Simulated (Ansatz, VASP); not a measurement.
# Ti in VASP and in Ansatz

INCAR

```
SYSTEM = Ti
PREC = Accurate ; ENCUT = 600
EDIFF = 1E-6 ; ISMEAR = 0
SIGMA = 0.1 ; LREAL = .False.
LASPH = .True. ; NELM = 80
ALGO = Fast ; ISIF = 3
LWAVE = .False. ; LCHARG = .False.
GGA = PS ; IBRION = 2
NSW = 100 ; EDIFFG = -0.005
```

The input KPOINTS:

```
Automatic mesh
0
Gamma
  18 18 10
  0 0 0
```

POSCAR

```
Ti
1.0
    2.9500000000      0.0000000000      0.0000000000
   -1.4750000000      2.5547749412      0.0000000000
    0.0000000000      0.0000000000      4.6800000000
Ti
2
Direct
    0.3333333333      0.6666666667      0.2500000000
    0.6666666667      0.3333333333      0.7500000000
```

Input for Ansatz:

```yaml
crystal:
  lattice:
    - [2.95, 0.0, 0.0]
    - [-1.475, 2.5547749412, 0.0]
    - [0.0, 0.0, 4.68]
  atoms:
    - { symbol: Ti, position: [0.3333333333, 0.6666666667, 0.25] }
    - { symbol: Ti, position: [0.6666666667, 0.3333333333, 0.75] }
basis:
  ecutwfc: 420
kpoints:
  mp_grid: { grid: [18, 18, 10] }
hamiltonian:
  xc: pbesol
scf:
  occupations: { method: gaussian, width: 0.1 }
output:
  forces: true
  stress: true
  eigenvalues: true
  write_density: true
  write_potential: true
  elf: true
  volumetric_format: npy
relax:
  adjacent_minimum: "off"
  f_tol: 0.005
  max_steps: 80
  cell: { stress_tol: 0.05 }
```

Alike in both runs: task relaxation of cell and atoms; functional PBEsol; k mesh 18 × 18 × 10; occupations gaussian, width 0.1 eV; no spin polarisation.

|  | VASP | Ansatz |
| --- | --- | --- |
| version | VASP 6.6.1 | Ansatz 0.2.0 |
| potentials or method | VASP PAW PBE potentials, release 64 (Ti_sv), cutoff 600 eV | scalar-relativistic, plane waves, PAW |
| valence electrons in the cell | 24 | 24 |

```tsv
	VASP	Ansatz	Ansatz less VASP
gap on the k mesh at the Fermi level, each at its own relaxed structure (eV)	none	none	-
relaxed volume (Å³/atom)	16.68	16.72	+0.043
relaxed cell length with the largest relative difference (Å)	2.898	2.900	+0.0028
```

VASP's potentials were made for PBE, not for PBEsol. A gap of «none» marks a metal or a gap that the smearing closes.
